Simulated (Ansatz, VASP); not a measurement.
## SnO2 in VASP and in Ansatz

```
CELL_PARAMETERS angstrom
4.72013 0.00000 0.00000
0.00000 4.72063 0.00000
0.00000 0.00000 3.18882
ATOMIC_POSITIONS crystal
Sn 0.50000 0.50000 0.50000
Sn 0.00000 0.00000 0.00000
O 0.26569 0.34646 0.00000
O 0.76569 0.15354 0.50000
O 0.23431 0.84646 0.50000
O 0.73431 0.65354 0.00000
```

Change from the starting cell: mode 4 frozen in at -0.269 Å and mode 7 at +0.000 Å (largest displacements).

Alike in both runs: task single point; functional LDA; k mesh 6 × 6 × 8; occupations gaussian, width 0.05 eV; no spin polarisation.

```csv
,VASP,Ansatz
version,VASP 6.6.1,Ansatz 0.2.0
potentials or method,"VASP PAW LDA potentials, release 64 (Sn_d, O), cutoff 520 eV","scalar-relativistic, plane waves, PAW"
valence electrons in the cell,52,52
```

Ansatz gave:

```
gap on the k mesh at the Fermi level (eV)                     : 1.45
least direct gap on the mesh (eV)                             : 1.56
pressure (GPa)                                                : -3.5
traceless stress, the component that is largest in VASP (GPa) : -1.21
rms of the force components (eV/Å)                            : 0.183
```

Task: Estimate VASP's values.

Result: gap on the k mesh at the Fermi level (eV): 1.47; least direct gap on the mesh (eV): 1.58; pressure (GPa): -2.2; traceless stress, the component that is largest in VASP (GPa): -1.32; rms of the force components (eV/Å): 0.170.

Ansatz warns that its potentials were made for another functional, while VASP's fit it. LDA's correlation is that of Perdew and Zunger in VASP and of Perdew and Wang (1992) in Ansatz. Atom by atom the forces differ by 0.014 eV/Å (rms over components).
